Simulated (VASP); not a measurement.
A run of VASP 6.6.1 is set up as follows.

Contents of INCAR:

```
SYSTEM = SiC
PREC = Accurate
ENCUT = 520
EDIFF = 1E-8
ISMEAR = 0
SIGMA = 0.01
LREAL = .FALSE.
LASPH = .TRUE.
NELM = 80
ALGO = Normal
ISIF = 2
LWAVE = .FALSE.
LCHARG = .FALSE.
METAGGA = R2SCAN
LMIXTAU = .TRUE.
NBANDS = 11
IBRION = 6
NFREE = 2
POTIM = 0.015
NSW = 1
```

Contents of KPOINTS:

```
regular mesh
0
G
  3 3 3
  0 0 0
```

File POSCAR:

```
SiC
1.0
    0.0000000000      2.1790000000      2.1790000000
    2.1790000000      0.0000000000      2.1790000000
    2.1790000000      2.1790000000      0.0000000000
Si C
1 1
Direct
    0.0000000000      0.0000000000      0.0000000000
    0.2500000000      0.2500000000      0.2500000000
```

Potentials or basis: VASP PAW PBE potentials, release 64 (Si, C).

The run is started by

```console
$ cat potpaw_PBE.64/Si/POTCAR potpaw_PBE.64/C/POTCAR > POTCAR
$ mpirun -np 1 vasp_std > vasp.out
```

Task: What does it give for the highest phonon frequency at Γ, LO-TO splitting left out?

Result: 802 cm⁻¹.

Phonon frequencies in cm⁻¹ (negative: imaginary):
| q point | frequencies |
| --- | --- |
| (0.000, 0.000, 0.000) | 0 0 0 802 802 802 |

Caveat: the k points lie up to 0.83 Å⁻¹ apart.
